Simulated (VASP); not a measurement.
# C (Fd-3m) in VASP: further runs

C is run at these levels: PBE; tasks: single point.

Everything below comes from runs of VASP 6.6.1. Logs are shortened: lines on timing, memory, paths and dates and some standing lists are left out, and cuts for length are marked.

**1. The cell of the first run**

Symmetry: Fd-3m, No. 227, cubic system. Conventional cell: a = 3.437 Å, b = 3.437 Å, c = 3.437 Å, α = 90.00°, β = 90.00°, γ = 90.00°. Within 2.0 Å of C (site symmetry -43m) lie 4 C at 1.49 Å.

**2. Single point, PBE (volume changed by -10%)**

Input file INCAR:

```
SYSTEM = C
PREC = Accurate
ENCUT = 600
EDIFF = 1E-6
ISMEAR = 0
SIGMA = 0.01
LREAL = .FALSE.
LASPH = .TRUE.
NELM = 120
ALGO = Normal
ISIF = 2
LWAVE = .FALSE.
LCHARG = .FALSE.
GGA = PE
NBANDS = 11
GGA_COMPAT = .FALSE.
```

Input file KPOINTS:

```
regular mesh
0
G
  8 8 8
  0 0 0
```

Input file POSCAR:

```
C
1.0
    0.0000000000      1.7186911459      1.7186911459
    1.7186911459      0.0000000000      1.7186911459
    1.7186911459      1.7186911459      0.0000000000
C
2
Direct
    0.0000000000      0.0000000000      0.0000000000
    0.2500000000      0.2500000000      0.2500000000
```

Potentials or basis: VASP PAW PBE potentials, release 64 (C).

Started as:

```sh
$ cat potpaw_PBE.64/C/POTCAR > POTCAR
$ mpirun -np 1 vasp_std > vasp.out
```

OUTCAR:

```text
SYSTEM = C
   PREC = Accurate
   ENCUT = 600
   EDIFF = 1E-6
   ISMEAR = 0
   LREAL = .FALSE.
   LASPH = .TRUE.
   NELM = 120
   ISIF = 2
   GGA = PE

 ion  position               nearest neighbor table
   1  0.000  0.000  0.000-   2 1.49   2 1.49   2 1.49   2 1.49
   2  0.250  0.250  0.250-   1 1.49   1 1.49   1 1.49   1 1.49

  LATTYP: Found a face centered cubic cell.
 ALAT       =     3.4373822918

  Lattice vectors:

 A1 = (   0.0000000000,   1.7186911459,   1.7186911459)
 A2 = (   1.7186911459,   0.0000000000,   1.7186911459)
 A3 = (   1.7186911459,   1.7186911459,   0.0000000000)

Analysis of symmetry for initial positions (statically):
=====================================================================
 Subroutine PRICEL returns:
 Original cell was already a primitive cell.

 Routine SETGRP: Setting up the symmetry group for a
 face centered cubic supercell.

 Subroutine GETGRP returns: Found 48 space group operations
 (whereof 24 operations were pure point group operations)
 out of a pool of 48 trial point group operations.

The static configuration has the point symmetry T_d .
 The point group associated with its full space group is O_h .

Analysis of symmetry for dynamics (positions and initial velocities):
=====================================================================
 Subroutine PRICEL returns:
 Original cell was already a primitive cell.

 Routine SETGRP: Setting up the symmetry group for a
 face centered cubic supercell.

 Subroutine GETGRP returns: Found 48 space group operations
 (whereof 24 operations were pure point group operations)
 out of a pool of 48 trial point group operations.

The dynamic configuration has the point symmetry T_d .
 The point group associated with its full space group is O_h .

 Subroutine INISYM returns: Found 48 space group operations
 (whereof 24 operations are pure point group operations),
 and found     1 'primitive' translations

----------------------------------------------------------------------------------------

                                     Primitive cell

  volume of cell :      10.1537

  direct lattice vectors                    reciprocal lattice vectors
     0.000000000  1.718691146  1.718691146    -0.290919053  0.290919053  0.290919053
     1.718691146  0.000000000  1.718691146     0.290919053 -0.290919053  0.290919053
     1.718691146  1.718691146  0.000000000     0.290919053  0.290919053 -0.290919053

  length of vectors
     2.430596328  2.430596328  2.430596328     0.503886580  0.503886580  0.503886580

  position of ions in fractional coordinates (direct lattice)
     0.000000000  0.000000000  0.000000000
     0.250000000  0.250000000  0.250000000

  ion indices of the primitive-cell ions
   primitive index   ion index
                 1           1
                 2           2

----------------------------------------------------------------------------------------

 KPOINTS: regular mesh

Automatic generation of k-mesh.
 Grid dimensions read from file:
 generate k-points for:    8    8    8

 Generating k-lattice:

  Cartesian coordinates                     Fractional coordinates (reciprocal lattice)
    -0.036364882  0.036364882  0.036364882     0.125000000  0.000000000  0.000000000
     0.036364882 -0.036364882  0.036364882     0.000000000  0.125000000  0.000000000
     0.036364882  0.036364882 -0.036364882     0.000000000  0.000000000  0.125000000

  Length of vectors
     0.062985823  0.062985823  0.062985823

  Shift w.r.t. Gamma in fractional coordinates (k-lattice)
     0.000000000  0.000000000  0.000000000

 Subroutine IBZKPT returns following result:
 ===========================================

 Found     29 irreducible k-points:

 Following reciprocal coordinates:
            Coordinates               Weight
  0.000000  0.000000  0.000000      1.000000
  0.125000  0.000000  0.000000      8.000000
  0.250000  0.000000  0.000000      8.000000
  0.375000  0.000000  0.000000      8.000000
  0.500000  0.000000  0.000000      4.000000
  0.125000  0.125000  0.000000      6.000000
[... 16 lines left out ...]
  0.500000  0.250000  0.125000     48.000000
 -0.375000  0.250000  0.125000     24.000000
 [... further k-points ...]
   k-points           NKPTS =     29   k-points in BZ     NKDIM =     29   number of bands    NBANDS=     11
   number of dos      NEDOS =    301   number of ions     NIONS =      2
   total plane-waves  NPLWV =   8000
   dimension x,y,z NGX =    20 NGY =   20 NGZ =   20
   dimension x,y,z NGXF=    40 NGYF=   40 NGZF=   40
   ions per type =               2
   NGX,Y,Z   is equivalent  to a cutoff of  13.68, 13.68, 13.68 a.u.
   NGXF,Y,Z  is equivalent  to a cutoff of  27.36, 27.36, 27.36 a.u.
 SYSTEM =  C
   PREC   = accura    normal or accurate (medium, high low for compatibility)
   ISTART =      0    job   : 0-new  1-cont  2-samecut
   ICHARG =      2    charge: 1-file 2-atom 10-const
   ISPIN  =      1    spin polarized calculation?
   LNONCOLLINEAR =      F non collinear calculations
   LSORBIT =      F    spin-orbit coupling
   LASPH  =      T    aspherical Exc in radial PAW
   ENCUT  =  600.0 eV  44.10 Ry    6.64 a.u.   4.85  4.85  4.85*2*pi/ulx,y,z
   NELM   =    120;   NELMIN=  2; NELMDL= -5     # of ELM steps
   EDIFF  = 0.1E-05   stopping-criterion for ELM
   LREAL  =      F    real-space projection
   EDIFFG = 0.1E-04   stopping-criterion for IOM
   NSW    =      0    number of steps for IOM
   IBRION =     -1    ionic relax: 0-MD 1-quasi-New 2-CG
   NFREE  =      0    steps in history (QN), initial steepest desc. (CG)
   ISIF   =      2    stress and relaxation
   ISYM   =      2    0-nonsym 1-usesym 2-fastsym
   POTIM  = 0.5000    time-step for ionic-motion
   TEBEG  =    0.0;   TEEND  =   0.0 temperature during run
   PSTRESS=    0.0 pullay stress
   NELECT =       8.0000    total number of electrons
   NUPDOWN=      -1.0000    fix difference up-down
   EMIN   =  10.00;   EMAX   =-10.00  energy-range for DOS
   EFERMI =   0.00;   METHOD = LEGACY
   ISMEAR =     0;   SIGMA  =   0.01  broadening in eV -4-tet -1-fermi 0-gaus
   EFERMI_NEDOS =   21; number of points for ismear=-14 and -15
   IALGO  =     38    algorithm
   IMIX   =      4    mixing-type and parameters
     AMIX     =   0.40;   BMIX     =  1.00
     AMIX_MAG =   1.60;   BMIX_MAG =  1.00
  volume/ion in A,a.u.               =       5.08        34.26
  Fermi-wavevector in a.u.,A,eV,Ry     =   1.512041  2.857344 31.106577  2.286269
  Thomas-Fermi vector in A             =   2.622018
   LORBIT       =      0    0 simple, 1 ext, 2 COOP (PROOUT), +10 PAW based schemes
   GGA     = PE    functional components
   LHFCALC =     F    Hartree Fock is set to
   AEXX    =    0.0000 exact exchange contribution
   IVDW    =     0    specifies the selected vdW correction
   LEPSILON=     F    determine dielectric tensor
   LRPA    =     F    only Hartree local field effects (RPA)
 non-spin polarized calculation
 Gauss-broadening in eV      SIGMA  =   0.01
  energy-cutoff  :      600.00
  volume of cell :       10.15
 maximum number of plane-waves:       347
   NGX =  9   NGY =  9   NGZ =  9

 number of electron       8.0000001 magnetization

 Free energy of the ion-electron system (eV)
  ---------------------------------------------------
  ext. energy  EPLUGINS =         0.00000000
  ---------------------------------------------------
  free energy    TOTEN  =       -17.96545936 eV

  energy without entropy =      -17.96545936  energy(sigma->0) =      -17.96545936

 E-fermi :  11.4879     XC(G=0): -13.8142

 val. band max:       11.3997405710   @ k =   0.0000   0.0000   0.0000
 cond. band min:      15.7811769928   @ k =   0.3750   0.3750   0.0000
 fundamental gap:      4.3814364218
 Fermi energy:        11.4879336746

 k-point     1 :       0.0000    0.0000    0.0000
  band No.  band energies     occupation
      1     -11.6256      2.00000
      2      11.3997      2.00000
      3      11.3997      2.00000
      4      11.3997      2.00000
      5      17.2963      0.00000
      6      17.2963      0.00000
      7      17.2963      0.00000
      8      27.3608      0.00000
      9      32.1816      0.00000
     10      39.1920      0.00000
     11      39.1920      0.00000

 k-point     2 :       0.1250    0.0000    0.0000
  band No.  band energies     occupation
      1     -11.1600      2.00000
      2       8.7647      2.00000
      3      10.6650      2.00000
      4      10.6650      2.00000
      5      18.2616      0.00000
      6      18.2616      0.00000
      7      18.8531      0.00000
      8      27.5141      0.00000
      9      32.8506      0.00000
     10      35.8418      0.00000
     11      35.8418      0.00000

 k-point     3 :       0.2500    0.0000    0.0000
  band No.  band energies     occupation
      1      -9.7745      2.00000
      2       4.2548      2.00000
      3       9.4544      2.00000
      4       9.4544      2.00000
      5      19.7177      0.00000
      6      19.7177      0.00000
      7      20.5914      0.00000
      8      27.8634      0.00000
      9      33.6791      0.00000
     10      34.7221      0.00000
     11      34.7221      0.00000
[... 267 lines left out ...]
 k-point    23 :       0.5000    0.2500    0.1250
  band No.  band energies     occupation
      1      -6.3470      2.00000
      2       0.7750      2.00000
      3       4.5567      2.00000
      4       6.8715      2.00000
      5      19.8635      0.00000
      6      21.7754      0.00000
      7      25.2548      0.00000
      8      25.8979      0.00000
      9      32.9465      0.00000
     10      35.5303      0.00000
     11      39.3398      0.00000

 k-point    24 :      -0.3750    0.2500    0.1250
  band No.  band energies     occupation
      1      -4.1090      2.00000
      2      -2.1150      2.00000
      3       4.5665      2.00000
      4       6.1641      2.00000
      5      20.0479      0.00000
      6      21.7947      0.00000
      7      26.0368      0.00000
      8      27.6564      0.00000
      9      30.7515      0.00000
     10      37.4693      0.00000
     11      39.3844      0.00000

 [... further k-points ...]

------------------------ aborting loop because EDIFF is reached ----------------------------------------

  FORCE on cell =-STRESS in cart. coord.  units (eV):
  Direction    XX          YY          ZZ          XY          YZ          ZX
  --------------------------------------------------------------------------------------
  -------------------------------------------------------------------------------------
  Total        3.9113036      3.9113036      3.9113036      0.0000000      0.0000000      0.0000000
  in kB      617.1753794    617.1753794    617.1753794      0.0000000      0.0000000      0.0000000
  external PRESSURE =     617.1753794 kB  Pullay stress =       0.0000000 kB

 VOLUME and BASIS-vectors are now :
 -----------------------------------------------------------------------------
  energy-cutoff  :      600.00
  volume of cell :       10.15
      direct lattice vectors                 reciprocal lattice vectors
     0.000000000  1.718691146  1.718691146    -0.290919053  0.290919053  0.290919053
     1.718691146  0.000000000  1.718691146     0.290919053 -0.290919053  0.290919053
     1.718691146  1.718691146  0.000000000     0.290919053  0.290919053 -0.290919053

 POSITION                                       TOTAL-FORCE (eV/Angst)
 -----------------------------------------------------------------------------------
      0.00000      0.00000      0.00000        -0.000000     -0.000000     -0.000000
      0.85935      0.85935      0.85935         0.000000      0.000000      0.000000
 -----------------------------------------------------------------------------------
    total drift:                                0.000000      0.000000      0.000000

  FREE ENERGIE OF THE ION-ELECTRON SYSTEM (eV)
  ---------------------------------------------------
  free  energy   TOTEN  =       -17.9654593567 eV

  energy  without entropy=      -17.9654593567  energy(sigma->0) =      -17.96545936
```

It used 9.2 s of CPU time on 1 thread of AMD EPYC 7R13 Processor (Zen 3), with other jobs on the host.

Results:

```
Free energy            : -17.9655 eV
Pressure               : 61.7 GPa
Band gap on the k mesh : 4.38 eV, indirect (least direct gap 5.90 eV)
```

Levels at points of the mesh, in eV from the valence-band top:
| k point | band 1 | band 2 | band 3 | band 4 | band 5 | band 6 | band 7 | band 8 | band 9 |
| --- | --- | --- | --- | --- | --- | --- | --- | --- | --- |
| (0.00, 0.00, 0.00) | -23.03 | 0.00 | 0.00 | 0.00 | 5.90 | 5.90 | 5.90 | 15.96 | 20.78 |
| (0.50, 0.00, 0.00) | -16.58 | -14.67 | -3.10 | -3.10 | 8.92 | 8.92 | 10.40 | 16.69 | 23.58 |
| (0.50, 0.50, 0.00) | -13.59 | -13.59 | -7.00 | -7.00 | 4.99 | 4.99 | 18.56 | 18.56 | 25.40 |

 A k mesh can miss the band edges.

[end of part 1 of 2]
